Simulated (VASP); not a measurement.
Bi2Te3, 5 atoms in the cell. It takes space group R-3m (No. 166, trigonal). The conventional cell has a = 4.411 Å, b = 4.411 Å, c = 30.726 Å, α = 90.00°, β = 90.00°, γ = 120.00°. Within 4.1 Å of Bi (site symmetry 3m) lie 6 Te at 3.08 to 3.26 Å. Within 4.6 Å of Te (site symmetry -3m) lie 6 Bi at 3.26 Å and 12 Te at 4.41 to 4.54 Å. Within 4.1 Å of Te (site symmetry 3m) lie 3 Bi at 3.08 Å and 3 Te at 3.72 Å. 

- Program: VASP 6.6.1
- Task: single point
- Functional: PBE
- Potentials or basis: VASP PAW PBE potentials, release 64 (Bi_d, Te)
- Cutoff: 520 eV
- k mesh: 12 × 12 × 12
- Occupations: gaussian, width 0.02 eV
- Spin: no spin polarisation
- Dipole correction: no
- Further INCAR settings: ALGO = Normal; EDIFF = 1e-07; NBANDS = 32

Potentials or basis: VASP PAW PBE potentials, release 64 (Bi_d, Te).

Run with:

```sh
$ cat potpaw_PBE.64/Bi_d/POTCAR potpaw_PBE.64/Te/POTCAR > POTCAR
$ mpirun -np 1 vasp_std > vasp.out
```

Hardware: 1 thread of Oxide Virtual Turin-like Processor (shared host).

Question: How long does it take, and how much memory?

Answer: It took 2.1 h on 1 thread of Oxide Virtual Turin-like Processor (shared host), peak memory 1.5 GiB. Counts: scf iterations 14, k points 189.
